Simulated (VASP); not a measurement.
# BaZrO3 (Pm-3m) in VASP: further runs, part 2 of 3

VASP 6.6.1. Earlier steps stand in the parts before.

### Step 3. Relaxation of cell and atoms, PBEsol+D3(BJ)

This run uses another cell than the first one, of 14.73 Å³/atom.

INCAR

```
PREC = Accurate ; ENCUT = 600
EDIFF = 1E-6 ; ISMEAR = -1
SIGMA = 0.05 ; LREAL = False
LASPH = True ; NELM = 80
ALGO = Normal ; ISIF = 3
LWAVE = False ; LCHARG = False
GGA = PS ; IVDW = 12
IBRION = 2 ; NSW = 60
EDIFFG = -0.01
```

KPOINTS

```
regular mesh
0
Gamma
  6 6 6
```

POSCAR

```
BaZrO3
1.0
    4.1913400000      0.0000000000      0.0000000000
    0.0000000000      4.1913400000      0.0000000000
    0.0000000000      0.0000000000      4.1913400000
Ba Zr O
1 1 3
Direct
    0.0000000000      0.0000000000      0.0000000000
    0.5000000000      0.5000000000      0.5000000000
    0.5000000000      0.5000000000      0.0000000000
    0.5000000000      0.0000000000      0.5000000000
    0.0000000000      0.5000000000      0.5000000000
```

Potentials or basis: VASP PAW PBE potentials, release 64 (Ba_sv, Zr_sv, O).

On the command line:

```sh
$ cat potpaw_PBE.64/Ba_sv/POTCAR potpaw_PBE.64/Zr_sv/POTCAR potpaw_PBE.64/O/POTCAR > POTCAR
$ mpirun -np 1 vasp_std > vasp.out
```

It took 1.7 min on 1 thread of Intel Xeon 8259CL, shared host; peak memory 0.26 GiB.

The run converged. Its results:

```
Free energy                           : -44.9057 eV
Relaxed volume                        : 14.45 Å³/atom
Relaxed cell                          : a = 4.165 Å, b = 4.165 Å, c = 4.165 Å, α = 90.00°, β = 90.00°, γ = 90.00°
Space group after relaxing (to 0.1 Å) : Pm-3m (No. 221)
Energy gained by relaxing             : 2.7 meV/atom
Ionic steps                           : 3
Pressure after relaxing               : 0.0 GPa
Band gap on the k mesh                : 3.15 eV (least direct gap 3.34 eV)
Dispersion energy per atom            : -0.258 eV
```

Step by step:
```csv
step,energy change (eV),largest force (eV/Å),pressure (GPa),volume (Å³)
1,0.0000,0.0000,-3.10,73.63
2,0.0061,0.0000,4.04,70.63
3,-0.0137,0.0000,-0.01,72.25
```

Final structure:
```
Ba Zr O
1.0
     4.16491    0.00000    0.00000
     0.00000    4.16491    0.00000
     0.00000    0.00000    4.16491
Ba Zr O
1 1 3
Direct
  0.00000 0.00000 0.00000
  0.50000 0.50000 0.50000
  0.50000 0.50000 0.00000
  0.50000 0.00000 0.50000
  0.00000 0.50000 0.50000
```

Levels at points of the mesh, in eV from the valence-band top:
```csv
k point,band 18,band 19,band 20,band 21,band 22,band 23
"(0.00, 0.00, 0.00)",-0.20,-0.20,-0.20,3.15,3.15,3.15
"(0.50, 0.00, 0.00)",-1.77,-0.42,-0.42,3.62,5.81,5.81
"(0.50, 0.50, 0.00)",-0.94,-0.74,-0.08,5.78,5.78,6.53
"(0.50, 0.50, 0.50)",0.00,0.00,0.00,5.98,5.98,5.98
```

Caveat: the PAW data sets were made with another functional, which shifts forces and pressure a little; spin-orbit coupling is left out, which moves the levels of the heavy elements.

### Step 4. Relaxation of cell and atoms, PBEsol+D4

This run uses another cell than the first one, of 14.73 Å³/atom.

INCAR

```
PREC = Accurate
ENCUT = 600
EDIFF = 1E-6
ISMEAR = -1
SIGMA = 0.05
LREAL = False
LASPH = True
NELM = 80
ALGO = Normal
ISIF = 3
LWAVE = False
LCHARG = False
GGA = PS
IVDW = 13
IBRION = 2
NSW = 60
EDIFFG = -0.01
```

KPOINTS

```
Automatic mesh
0
Gamma
  6 6 6
```

POSCAR is that of step 3.

Potentials or basis: VASP PAW PBE potentials, release 64 (Ba_sv, Zr_sv, O).

On the command line:

```sh
$ cat potpaw_PBE.64/Ba_sv/POTCAR potpaw_PBE.64/Zr_sv/POTCAR potpaw_PBE.64/O/POTCAR > POTCAR
$ mpirun -np 1 vasp_std > vasp.out
```

OUTCAR:

```text
PREC = Accurate
   ENCUT = 600
   EDIFF = 1E-6
   ISMEAR = -1
   LREAL = False
   LASPH = True
   NELM = 80
   ISIF = 3
   GGA = PS
   IVDW = 13
   IBRION = 2
   NSW = 60
   EDIFFG = -0.01

 ion  position               nearest neighbor table
   1  0.000  0.000  0.000-   3 2.96   4 2.96   5 2.96   4 2.96   5 2.96   3 2.96   5 2.96   5 2.96
                             3 2.96   4 2.96   4 2.96   3 2.96   2 3.63   2 3.63   2 3.63   2 3.63
   2  0.500  0.500  0.500-   3 2.10   4 2.10   5 2.10   3 2.10   4 2.10   5 2.10   1 3.63   1 3.63
                             1 3.63   1 3.63   1 3.63   1 3.63   1 3.63   1 3.63
   3  0.500  0.500  0.000-   2 2.10   2 2.10   1 2.96   1 2.96   1 2.96   1 2.96
   4  0.500  0.000  0.500-   2 2.10   2 2.10   1 2.96   1 2.96   1 2.96   1 2.96
   5  0.000  0.500  0.500-   2 2.10   2 2.10   1 2.96   1 2.96   1 2.96   1 2.96

  LATTYP: Found a simple cubic cell.
 ALAT       =     4.1913400000

  Lattice vectors:

 A1 = (   4.1913400000,   0.0000000000,   0.0000000000)
 A2 = (   0.0000000000,   4.1913400000,   0.0000000000)
 A3 = (   0.0000000000,   0.0000000000,   4.1913400000)

Analysis of symmetry for initial positions (statically):
=====================================================================
 Subroutine PRICEL returns:
 Original cell was already a primitive cell.

 Routine SETGRP: Setting up the symmetry group for a
 simple cubic supercell.

 Subroutine GETGRP returns: Found 48 space group operations
 (whereof 48 operations were pure point group operations)
 out of a pool of 48 trial point group operations.

The static configuration has the point symmetry O_h .

Analysis of symmetry for dynamics (positions and initial velocities):
=====================================================================
 Subroutine PRICEL returns:
 Original cell was already a primitive cell.

 Routine SETGRP: Setting up the symmetry group for a
 simple cubic supercell.

 Subroutine GETGRP returns: Found 48 space group operations
 (whereof 48 operations were pure point group operations)
 out of a pool of 48 trial point group operations.

The dynamic configuration has the point symmetry O_h .

 Subroutine INISYM returns: Found 48 space group operations
 (whereof 48 operations are pure point group operations),
 and found     1 'primitive' translations

----------------------------------------------------------------------------------------

                                     Primitive cell

  volume of cell :      73.6307

  direct lattice vectors                    reciprocal lattice vectors
     4.191340000  0.000000000  0.000000000     0.238587182  0.000000000  0.000000000
     0.000000000  4.191340000  0.000000000     0.000000000  0.238587182  0.000000000
     0.000000000  0.000000000  4.191340000     0.000000000  0.000000000  0.238587182

  length of vectors
     4.191340000  4.191340000  4.191340000     0.238587182  0.238587182  0.238587182

  position of ions in fractional coordinates (direct lattice)
     0.000000000  0.000000000  0.000000000
     0.500000000  0.500000000  0.500000000
     0.500000000  0.500000000  0.000000000
     0.500000000  0.000000000  0.500000000
     0.000000000  0.500000000  0.500000000

  ion indices of the primitive-cell ions
   primitive index   ion index
                 1           1
                 2           2
                 3           3
                 4           4
                 5           5

----------------------------------------------------------------------------------------

 KPOINTS: Automatic mesh

Automatic generation of k-mesh.
 Grid dimensions read from file:
 generate k-points for:    6    6    6

 Generating k-lattice:

  Cartesian coordinates                     Fractional coordinates (reciprocal lattice)
     0.039764530  0.000000000  0.000000000     0.166666667  0.000000000  0.000000000
     0.000000000  0.039764530  0.000000000     0.000000000  0.166666667  0.000000000
     0.000000000  0.000000000  0.039764530     0.000000000  0.000000000  0.166666667

  Length of vectors
     0.039764530  0.039764530  0.039764530

  Shift w.r.t. Gamma in fractional coordinates (k-lattice)
     0.000000000  0.000000000  0.000000000

 Subroutine IBZKPT returns following result:
 ===========================================

 Found     20 irreducible k-points:

 Following reciprocal coordinates:
            Coordinates               Weight
  0.000000  0.000000  0.000000      1.000000
  0.166667  0.000000  0.000000      6.000000
  0.333333  0.000000  0.000000      6.000000
  0.500000  0.000000  0.000000      3.000000
  0.166667  0.166667  0.000000     12.000000
  0.333333  0.166667  0.000000     24.000000
[... 12 lines left out ...]
  0.500000  0.500000  0.333333      6.000000
  0.500000  0.500000  0.500000      1.000000
   k-points           NKPTS =     20   k-points in BZ     NKDIM =     20   number of bands    NBANDS=     24
   number of dos      NEDOS =    301   number of ions     NIONS =      5
   total plane-waves  NPLWV =  46656
   dimension x,y,z NGX =    36 NGY =   36 NGZ =   36
   dimension x,y,z NGXF=    72 NGYF=   72 NGZF=   72
   ions per type =               1   1   3
   NGX,Y,Z   is equivalent  to a cutoff of  14.28, 14.28, 14.28 a.u.
   NGXF,Y,Z  is equivalent  to a cutoff of  28.56, 28.56, 28.56 a.u.
 SYSTEM =  unknown system
   PREC   = accura    normal or accurate (medium, high low for compatibility)
   ISTART =      0    job   : 0-new  1-cont  2-samecut
   ICHARG =      2    charge: 1-file 2-atom 10-const
   ISPIN  =      1    spin polarized calculation?
   LNONCOLLINEAR =      F non collinear calculations
   LSORBIT =      F    spin-orbit coupling
   LASPH  =      T    aspherical Exc in radial PAW
   ENCUT  =  600.0 eV  44.10 Ry    6.64 a.u.   8.37  8.37  8.37*2*pi/ulx,y,z
   NELM   =     80;   NELMIN=  2; NELMDL= -5     # of ELM steps
   EDIFF  = 0.1E-05   stopping-criterion for ELM
   LREAL  =      F    real-space projection
   EDIFFG = -.1E-01   stopping-criterion for IOM
   NSW    =     60    number of steps for IOM
   IBRION =      2    ionic relax: 0-MD 1-quasi-New 2-CG
   NFREE  =      1    steps in history (QN), initial steepest desc. (CG)
   ISIF   =      3    stress and relaxation
   ISYM   =      2    0-nonsym 1-usesym 2-fastsym
   POTIM  = 0.5000    time-step for ionic-motion
   TEBEG  =    0.0;   TEEND  =   0.0 temperature during run
   PSTRESS=    0.0 pullay stress
   NELECT =      40.0000    total number of electrons
   NUPDOWN=      -1.0000    fix difference up-down
   EMIN   =  10.00;   EMAX   =-10.00  energy-range for DOS
   EFERMI =   0.00;   METHOD = LEGACY
   ISMEAR =    -1;   SIGMA  =   0.05  broadening in eV -4-tet -1-fermi 0-gaus
   EFERMI_NEDOS =   21; number of points for ismear=-14 and -15
   IALGO  =     38    algorithm
   IMIX   =      4    mixing-type and parameters
     AMIX     =   0.40;   BMIX     =  1.00
     AMIX_MAG =   1.60;   BMIX_MAG =  1.00
  volume/ion in A,a.u.               =      14.73        99.38
  Fermi-wavevector in a.u.,A,eV,Ry     =   1.335802  2.524299 24.277770  1.784366
  Thomas-Fermi vector in A             =   2.464478
   LORBIT       =      0    0 simple, 1 ext, 2 COOP (PROOUT), +10 PAW based schemes
   GGA     = PS    functional components
   LHFCALC =     F    Hartree Fock is set to
   AEXX    =    0.0000 exact exchange contribution
   IVDW    =    13    specifies the selected vdW correction
   LEPSILON=     F    determine dielectric tensor
   LRPA    =     F    only Hartree local field effects (RPA)
 conjugate gradient relaxation of ions
 non-spin polarized calculation
  energy-cutoff  :      600.00
  volume of cell :       73.63
 maximum number of plane-waves:      2517
 NGX is ok and might be reduce to    36
   NGX = 17   NGY = 17   NGZ = 17

--------------------------------------- Ionic step        1  -------------------------------------------

 number of electron      40.0000010 magnetization

 Free energy of the ion-electron system (eV)
  ---------------------------------------------------
  ext. energy  EPLUGINS =         0.00000000
  ---------------------------------------------------
  free energy    TOTEN  =       -43.62947994 eV

  energy without entropy =      -43.62947994  energy(sigma->0) =      -43.62947994

------------------------ aborting loop because EDIFF is reached ----------------------------------------

  DFT-D4 for vdW energy calculation

  Edisp (eV):   -0.57838

  FORCE on cell =-STRESS in cart. coord.  units (eV):
  Direction    XX          YY          ZZ          XY          YZ          ZX
  --------------------------------------------------------------------------------------
  -------------------------------------------------------------------------------------
  Total      -0.72320    -0.72320    -0.72320     0.00000     0.00000     0.00000
  in kB     -15.73648   -15.73648   -15.73648     0.00000     0.00000     0.00000
  external pressure =      -15.74 kB  Pullay stress =        0.00 kB
[... 67 lines left out ...]
  energy  without entropy=      -44.2065457985  energy(sigma->0) =      -44.20654580

--------------------------------------- Ionic step        3  -------------------------------------------

 number of electron      40.0000003 magnetization

 Free energy of the ion-electron system (eV)
  ---------------------------------------------------
  ext. energy  EPLUGINS =         0.00000000
  ---------------------------------------------------
  free energy    TOTEN  =       -43.62696103 eV

  energy without entropy =      -43.62696103  energy(sigma->0) =      -43.62696103

 E-fermi :   4.7548     XC(G=0): -11.0708

 val. band max:        3.7028894951   @ k =   0.5000   0.5000   0.5000
 cond. band min:       6.8301428655   @ k =   0.0000   0.0000   0.0000
 fundamental gap:      3.1272533704
 Fermi energy:         4.7547884426

 k-point     1 :       0.0000    0.0000    0.0000
  band No.  band energies     occupation
      1     -43.1123      2.00000
      2     -21.5082      2.00000
      3     -21.3364      2.00000
      4     -21.3364      2.00000
      5     -21.3364      2.00000
      6     -12.6027      2.00000
[... 565 lines left out ...]
  FREE ENERGIE OF THE ION-ELECTRON SYSTEM (eV)
  ---------------------------------------------------
  free  energy   TOTEN  =       -44.2113919222 eV

  energy  without entropy=      -44.2113919222  energy(sigma->0) =      -44.21139192

 reached required accuracy - stopping structural energy minimisation
```

It took 1.8 min on 1 thread of Intel Xeon 8259CL, shared host; peak memory 0.25 GiB.

Results:

```
Free energy                           : -44.2114 eV
Relaxed volume                        : 14.58 Å³/atom
Relaxed cell                          : a = 4.178 Å, b = 4.178 Å, c = 4.178 Å, α = 90.00°, β = 90.00°, γ = 90.00°
Space group after relaxing (to 0.1 Å) : Pm-3m (No. 221)
Energy gained by relaxing             : 0.7 meV/atom
Ionic steps                           : 3
Pressure after relaxing               : 0.0 GPa
Band gap on the k mesh                : 3.13 eV (least direct gap 3.34 eV)
Dispersion energy per atom            : -0.117 eV
```

The path:
| step | energy change (eV) | largest force (eV/Å) | pressure (GPa) | volume (Å³) |
| --- | --- | --- | --- | --- |
| 1 | 0.0000 | 0.0000 | -1.57 | 73.63 |
| 2 | 0.0013 | 0.0000 | 1.93 | 72.10 |
| 3 | -0.0035 | 0.0000 | -0.01 | 72.92 |

Final structure:
```
Ba Zr O
1.0
     4.17779    0.00000    0.00000
     0.00000    4.17779    0.00000
     0.00000    0.00000    4.17779
Ba Zr O
1 1 3
Direct
  0.00000 0.00000 0.00000
  0.50000 0.50000 0.50000
  0.50000 0.50000 0.00000
  0.50000 0.00000 0.50000
  0.00000 0.50000 0.50000
```

Caveat: the PAW data sets were made with another functional, which shifts forces and pressure a little; spin-orbit coupling is left out, which moves the levels of the heavy elements. A k mesh can miss the band edges.

(Part 2 of 3 ends here.)
